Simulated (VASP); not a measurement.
# Nb (I4/mmm) in VASP: notebook

Runs on Nb. Level: PBEsol. Tasks: single point.

Program: VASP 6.6.1. These are calculated values, not measurements. Logs are shortened: lines on timing, memory, paths and dates and some standing lists are left out, and cuts for length are marked.

## 1. The cell of the first run

It takes space group I4/mmm (No. 139, tetragonal). Conventional cell: a = 3.328 Å, b = 3.328 Å, c = 3.278 Å, α = 90.00°, β = 90.00°, γ = 90.00°. Nb (site symmetry 4/mmm) has 14 Nb at 2.87 to 3.33 Å within 3.8 Å.

## 2. Single point, PBEsol (strain +0.000 along x and y, -0.015 along z)

Contents of INCAR:

```
ALGO = Fast
EDIFF = 1E-7
ENCUT = 520
GGA = PS
ISIF = 2
ISMEAR = 0
LASPH = True
LCHARG = False
LREAL = False
LWAVE = False
NBANDS = 12
NELM = 100
PREC = Accurate
SIGMA = 0.15
```

Contents of KPOINTS:

```
k-points
0
Gamma
  20 20 20
```

Contents of POSCAR:

```
Nb
1.0
   -1.6639500000      1.6639500000      1.6389907500
    1.6639500000     -1.6639500000      1.6389907500
    1.6639500000      1.6639500000     -1.6389907500
Nb
1
Direct
    0.0000000000      0.0000000000      0.0000000000
```

Potentials or basis: VASP PAW PBE potentials, release 64 (Nb_sv).

Launch:

```console
cat potpaw_PBE.64/Nb_sv/POTCAR > POTCAR
mpirun -np 1 vasp_std > vasp.out
```

OUTCAR:

```text
EDIFF = 1E-7
   ENCUT = 520
   GGA = PS
   ISIF = 2
   ISMEAR = 0
   LASPH = True
   LREAL = False
   NELM = 100
   PREC = Accurate

 ion  position               nearest neighbor table
   1  0.000  0.000  0.000-

  LATTYP: Found a body centered tetragonal cell.
 ALAT       =     3.3279000000
 C/A-ratio  =     0.9850000000

  Lattice vectors:

 A1 = (  -1.6639500000,   1.6639500000,   1.6389907500)
 A2 = (   1.6639500000,  -1.6639500000,   1.6389907500)
 A3 = (   1.6639500000,   1.6639500000,  -1.6389907500)

Analysis of symmetry for initial positions (statically):
=====================================================================
 Subroutine PRICEL returns:
 Original cell was already a primitive cell.

 Routine SETGRP: Setting up the symmetry group for a
 body centered tetragonal supercell.

 Subroutine GETGRP returns: Found 16 space group operations
 (whereof 16 operations were pure point group operations)
 out of a pool of 16 trial point group operations.

The static configuration has the point symmetry D_4h.

Analysis of symmetry for dynamics (positions and initial velocities):
=====================================================================
 Subroutine PRICEL returns:
 Original cell was already a primitive cell.

 Routine SETGRP: Setting up the symmetry group for a
 body centered tetragonal supercell.

 Subroutine GETGRP returns: Found 16 space group operations
 (whereof 16 operations were pure point group operations)
 out of a pool of 16 trial point group operations.

The dynamic configuration has the point symmetry D_4h.

 Subroutine INISYM returns: Found 16 space group operations
 (whereof 16 operations are pure point group operations),
 and found     1 'primitive' translations

----------------------------------------------------------------------------------------

                                     Primitive cell

  volume of cell :      18.1517

  direct lattice vectors                    reciprocal lattice vectors
    -1.663950000  1.663950000  1.638990750     0.000000000  0.300489798  0.305065785
     1.663950000 -1.663950000  1.638990750     0.300489798  0.000000000  0.305065785
     1.663950000  1.663950000 -1.638990750     0.300489798  0.300489798  0.000000000

  length of vectors
     2.867708124  2.867708124  2.867708124     0.428204685  0.428204685  0.424956748

  position of ions in fractional coordinates (direct lattice)
     0.000000000  0.000000000  0.000000000

  ion indices of the primitive-cell ions
   primitive index   ion index
[... 77 lines left out ...]
   IBRION =     -1    ionic relax: 0-MD 1-quasi-New 2-CG
   NFREE  =      0    steps in history (QN), initial steepest desc. (CG)
   ISIF   =      2    stress and relaxation
   ISYM   =      2    0-nonsym 1-usesym 2-fastsym
   POTIM  = 0.5000    time-step for ionic-motion
   TEBEG  =    0.0;   TEEND  =   0.0 temperature during run
   PSTRESS=    0.0 pullay stress
   NELECT =      13.0000    total number of electrons
   NUPDOWN=      -1.0000    fix difference up-down
   EMIN   =  10.00;   EMAX   =-10.00  energy-range for DOS
   EFERMI =   0.00;   METHOD = LEGACY
   ISMEAR =     0;   SIGMA  =   0.15  broadening in eV -4-tet -1-fermi 0-gaus
   EFERMI_NEDOS =   21; number of points for ismear=-14 and -15
   IALGO  =     68    algorithm
   IMIX   =      4    mixing-type and parameters
     AMIX     =   0.40;   BMIX     =  1.00
     AMIX_MAG =   1.60;   BMIX_MAG =  1.00
  volume/ion in A,a.u.               =      18.15       122.49
  Fermi-wavevector in a.u.,A,eV,Ry     =   1.464705  2.767892 29.189419  2.145362
  Thomas-Fermi vector in A             =   2.580650
   LORBIT       =      0    0 simple, 1 ext, 2 COOP (PROOUT), +10 PAW based schemes
   GGA     = PS    functional components
   LHFCALC =     F    Hartree Fock is set to
   AEXX    =    0.0000 exact exchange contribution
   IVDW    =     0    specifies the selected vdW correction
   LEPSILON=     F    determine dielectric tensor
   LRPA    =     F    only Hartree local field effects (RPA)
 non-spin polarized calculation
 RMM-DIIS sequential band-by-band and
 Gauss-broadening in eV      SIGMA  =   0.15
  energy-cutoff  :      520.00
  volume of cell :       18.15
 maximum number of plane-waves:       507
 NGX is ok and might be reduce to    24
   NGX = 11   NGY = 11   NGZ = 11

 number of electron      13.0000000 magnetization

 Free energy of the ion-electron system (eV)
  ---------------------------------------------------
  ext. energy  EPLUGINS =         0.00000000
  ---------------------------------------------------
  free energy    TOTEN  =       -10.94664909 eV

  energy without entropy =      -10.92985748  energy(sigma->0) =      -10.93825329

 E-fermi :  10.9447     XC(G=0): -12.5890

 val. band max:       10.9431073743   @ k =  -0.2000   0.2000   0.1000
 cond. band min:      10.9491984044   @ k =   0.0500   0.0500   0.0500
 fundamental gap:      0.0060910302
 Fermi energy:        10.9446568127

 k-point     1 :       0.0000    0.0000    0.0000
  band No.  band energies     occupation
      1     -43.3397      2.00000
      2     -18.6721      2.00000
      3     -18.6721      2.00000
      4     -18.6712      2.00000
      5       4.9781      2.00000
      6      11.1963      0.01768
      7      11.3644      0.00008
      8      11.3644      0.00008
      9      14.0742      0.00000
     10      14.3019      0.00000
     11      25.0416      0.00000
     12      25.0417      0.00000
[... 331 lines left out ...]
 k-point    24 :      -0.3500    0.0500   -0.0000
  band No.  band energies     occupation
      1     -43.1632      2.00000
      2     -19.6605      2.00000
      3     -18.9904      2.00000
      4     -18.6972      2.00000
      5       7.4254      2.00000
      6       9.7165      2.00000
      7      11.1303      0.08012
      8      13.9503      0.00000
      9      14.5915      0.00000
     10      15.1196      0.00000
     11      24.1913      0.00000
     12      25.5331      0.00000

 [... further k-points ...]
[... 5 lines left out ...]
  --------------------------------------------------------------------------------------
  -------------------------------------------------------------------------------------
  Total       -0.7899475     -0.7899475     -0.6040716      0.0000000      0.0000000      0.0000000
  in kB      -69.7255206    -69.7255206    -53.3189939      0.0000000      0.0000000      0.0000000
  external PRESSURE =     -64.2566783 kB  Pullay stress =       0.0000000 kB

 VOLUME and BASIS-vectors are now :
 -----------------------------------------------------------------------------
  energy-cutoff  :      520.00
  volume of cell :       18.15
      direct lattice vectors                 reciprocal lattice vectors
    -1.663950000  1.663950000  1.638990750     0.000000000  0.300489798  0.305065785
     1.663950000 -1.663950000  1.638990750     0.300489798  0.000000000  0.305065785
     1.663950000  1.663950000 -1.638990750     0.300489798  0.300489798  0.000000000

 POSITION                                       TOTAL-FORCE (eV/Angst)
 -----------------------------------------------------------------------------------
      0.00000      0.00000      0.00000        -0.000000      0.000000      0.000000
 -----------------------------------------------------------------------------------
    total drift:                                0.000000      0.000000     -0.000000

  FREE ENERGIE OF THE ION-ELECTRON SYSTEM (eV)
  ---------------------------------------------------
  free  energy   TOTEN  =       -10.9466490881 eV

  energy  without entropy=      -10.9298574841  energy(sigma->0) =      -10.93825329
```

OSZICAR:

```text
N       E                     dE             d eps       ncg     rms          rms(c)
DAV:   1     0.116269570494E+03    0.11627E+03   -0.72853E+03 15472   0.108E+03
DAV:   2    -0.672877260259E+01   -0.12300E+03   -0.11851E+03 16736   0.389E+02
DAV:   3    -0.111659997984E+02   -0.44372E+01   -0.42373E+01 21988   0.654E+01
[... 18 lines left out ...]
RMM:  22    -0.109466485386E+02   -0.43775E-06   -0.36230E-06 14814   0.658E-03    0.147E-04
RMM:  23    -0.109466487786E+02   -0.24005E-06   -0.19415E-06 14033   0.549E-03    0.320E-04
RMM:  24    -0.109466489117E+02   -0.13308E-06   -0.14867E-06 13379   0.403E-03    0.209E-04
RMM:  25    -0.109466490135E+02   -0.10180E-06   -0.82899E-07 12236   0.305E-03    0.194E-04
RMM:  26    -0.109466490881E+02   -0.74597E-07   -0.64027E-07 11565   0.249E-03
   1 F= -.10946649E+02 E0= -.10938253E+02  d E =-.167916E-01
```

stdout:

```text
POSCAR found type information on POSCAR Nb
 POSCAR found :  1 types and       1 ions
 scaLAPACK will be used
 -----------------------------------------------------------------------------
|                                                                             |
|                                                                             |
|     You enforced a specific xc type in the INCAR file but a different       |
[... 22 lines left out ...]
WARNING in EDDRMM: call to ZHEGV failed, returncode =   8  4      6
WARNING in EDDRMM: call to ZHEGV failed, returncode =   8  4     11
WARNING in EDDRMM: call to ZHEGV failed, returncode =   6  3      7
WARNING in EDDRMM: call to ZHEGV failed, returncode =   8  4     10
WARNING in EDDRMM: call to ZHEGV failed, returncode =   8  4     11
WARNING in EDDRMM: call to ZHEGV failed, returncode =   6  3     12
WARNING in EDDRMM: call to ZHEGV failed, returncode =   6  3     12
```

Run time: 2.7 min. Hardware: 1 thread of Intel Xeon 6975P-C, shared host; peak memory 0.26 GiB.

What came out:

* Free energy: -10.9466 eV
* Pressure: -6.4 GPa

Levels at points of the mesh, in eV from the Fermi level:
```tsv
k point	band 3	band 4	band 5	band 6	band 7	band 8	band 9	band 10
(0.00, 0.00, 0.00)	-29.62	-29.62	-5.97	0.25	0.42	0.42	3.13	3.36
(0.50, 0.00, 0.00)	-30.04	-29.63	-3.72	-1.71	2.27	3.33	4.01	6.36
(0.50, 0.50, 0.00)	-30.03	-29.62	-3.70	-1.53	2.16	3.13	3.88	6.32
(0.50, 0.50, 0.50)	-30.54	-30.50	-3.72	-3.68	5.56	5.56	5.62	8.85
```

Caveat: the cell differs from its parent crystal (strain +0.000 along x and y, -0.015 along z); the PAW data sets were made with another functional, which shifts forces and pressure a little.

## 3. Single point, PBEsol (strain -0.015 along x and y, +0.015 along z)

Contents of INCAR:

```
SYSTEM = Nb
PREC = Accurate
ENCUT = 520
EDIFF = 1E-6
ISMEAR = 0
SIGMA = 0.15
LREAL = .False.
LASPH = .True.
NELM = 60
ALGO = Fast
ISIF = 2
LWAVE = .False.
LCHARG = .True.
GGA = PS
LELF = .True.
LVHAR = .True.
NBANDS = 12
```

Contents of KPOINTS:

```
regular mesh
0
Gamma
  20 20 20
  0 0 0
```

Contents of POSCAR:

```
Nb
1.0
   -1.6389907500      1.6389907500      1.6889092500
    1.6389907500     -1.6389907500      1.6889092500
    1.6389907500      1.6389907500     -1.6889092500
Nb
1
Direct
    0.0000000000      0.0000000000      0.0000000000
```

Potentials or basis: VASP PAW PBE potentials, release 64 (Nb_sv).

Launch:

```console
cat potpaw_PBE.64/Nb_sv/POTCAR > POTCAR
mpirun -np 1 vasp_std > vasp.out
```

Run time: 2.4 min. Hardware: 1 thread of Intel Xeon 6975P-C, shared host; peak memory 0.25 GiB.

Results (log left out):

```
Free energy : -10.9438 eV
Pressure    : -6.3 GPa
```

Stress tensor (GPa, compression positive):
```
-5.16  0.00  0.00
 0.00 -5.16  0.00
 0.00  0.00 -8.69
```

Levels at points of the mesh, in eV from the Fermi level:
| k point | band 4 | band 5 | band 6 | band 7 | band 8 | band 9 |
| --- | --- | --- | --- | --- | --- | --- |
| (0.00, 0.00, 0.00) | -29.62 | -5.97 | 0.26 | 0.26 | 0.58 | 3.02 |
| (0.50, 0.00, 0.00) | -29.62 | -3.71 | -1.53 | 2.16 | 3.06 | 3.95 |
| (0.50, 0.50, 0.00) | -29.65 | -3.74 | -1.88 | 2.38 | 3.56 | 4.10 |
| (0.50, 0.50, 0.50) | -30.50 | -3.74 | -3.66 | 5.51 | 5.62 | 5.62 |

Caveat: the cell differs from its parent crystal (strain -0.015 along x and y, +0.015 along z); the PAW data sets were made with another functional, which shifts forces and pressure a little.
